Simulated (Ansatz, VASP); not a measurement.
One calculation of Mn, two programs

INCAR

```
SYSTEM = Mn
PREC     = Accurate       ! precision mode
ENCUT    = 520            ! plane-wave cutoff, eV
EDIFF    = 1E-7           ! SCF threshold, eV
ISMEAR   = 0              ! smearing method
SIGMA    = 0.15           ! smearing width, eV
LREAL    = .False.        ! projectors in reciprocal space
LASPH    = .True.         ! aspherical terms in the spheres
NELM     = 100            ! most SCF steps
ALGO     = Fast           ! electronic algorithm
ISIF     = 2              ! what is computed and relaxed
LWAVE    = .False.        ! write WAVECAR
LCHARG   = .True.         ! write CHGCAR
GGA      = PE             ! functional
LELF     = .True.         ! ELF
LVHAR    = .True.       
NBANDS   = 20             ! bands
```

File KPOINTS:

```
regular mesh
0
Gamma
  24 24 14
  0 0 0
```

File POSCAR:

```
Mn
1.0
    2.5536441542      0.0000000000      0.0000000000
   -1.2768220771      2.2115207098      0.0000000000
    0.0000000000      0.0000000000      3.8084947103
Mn
2
Direct
    0.6666666667      0.3333333333      0.7500000000
    0.3333333333      0.6666666667      0.2500000000
```

Input for Ansatz:

```yaml
crystal:
  lattice:
    - [2.5536441542, 0.0, 0.0]
    - [-1.2768220771, 2.2115207098, 0.0]
    - [0.0, 0.0, 3.8084947103]
  atoms:
    - { symbol: Mn, position: [0.6666666667, 0.3333333333, 0.75] }
    - { symbol: Mn, position: [0.3333333333, 0.6666666667, 0.25] }
basis:
  ecutwfc: 420
kpoints:
  mp_grid: { grid: [24, 24, 14] }
hamiltonian:
  xc: pbe
scf:
  occupations: { method: gaussian, width: 0.15 }
output:
  forces: true
  stress: true
  eigenvalues: true
```

Alike in both runs: task single point; functional PBE; k mesh 24 × 24 × 14; occupations gaussian, width 0.15 eV; no spin polarisation.

|  | VASP | Ansatz |
| --- | --- | --- |
| version | VASP 6.6.1 | Ansatz 0.2.0 |
| potentials or method | VASP PAW PBE potentials, release 64 (Mn_pv), cutoff 520 eV | scalar-relativistic, plane waves, PAW |
| valence electrons in the cell | 26 | 30 |

```tsv
	VASP	Ansatz	Ansatz less VASP
gap on the k mesh at the Fermi level (eV)	none	none	-
pressure (GPa)	0.3	0.4	+0.05
traceless stress, the component that is largest in VASP (GPa)	15.42	15.70	+0.275
```

A gap of «none» marks a metal or a gap that the smearing closes. The functional is the same, so the differences come from potentials, cutoffs and numerics. VASP's potentials hold 26 valence electrons a cell and Ansatz's 30, so a difference there can come from the potentials and not from the codes.
